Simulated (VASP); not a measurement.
## Te4W: single point with PBE

The system is Te4W.

```xyz
5
Lattice="3.1107 1.7959 4.7143 -3.1107 1.7959 4.7143 0.0000 -3.5919 4.7143" Properties=species:S:1:pos:R:3 pbc="T T T"
Te    0.0000    1.7959    4.7143
Te   -1.5553   -0.8980    4.7143
Te    1.5553   -0.8980    4.7143
Te    0.0000    0.0000    7.0715
W     0.0000    0.0000    0.0000
```

The cell was built from a structure type or drawn by symmetry, and may not be a known phase.

- Program: VASP 6.6.1
- Task: single point
- Functional: PBE
- Potentials or basis: VASP PAW PBE potentials, release 64 (Te, W_sv)
- Cutoff: 520 eV
- k mesh: 3 × 3 × 3
- Occupations: gaussian, width 0.1 eV
- Spin: no spin polarisation
- Dipole correction: no
- Further INCAR settings: ALGO = Normal; EDIFF = 1e-06; NBANDS = 27

```yaml
Pressure: 4.9 GPa
Band_gap_on_the_k_mesh: zero (bands 19 and 20 overlap by 0.06 eV)
```

Stress tensor (GPa, compression positive):
```
 2.09  0.00  0.00
 0.00  2.09  0.00
 0.00  0.00 10.53
```

Levels at points of the mesh, in eV from the Fermi level:
```tsv
k point	band 16	band 17	band 18	band 19	band 20	band 21	band 22	band 23
(0.00, 0.00, 0.00)	-0.51	-0.51	-0.13	0.01	0.01	1.18	2.01	2.01
```

Wall time 20 s on 1 thread of Intel(R) Xeon(R) 6975P-C (Granite Rapids), on a shared host, peak memory 0.31 GiB.

Caveat: the k points lie up to 0.42 Å⁻¹ apart; spin-orbit coupling is left out, which moves the levels of the heavy elements.
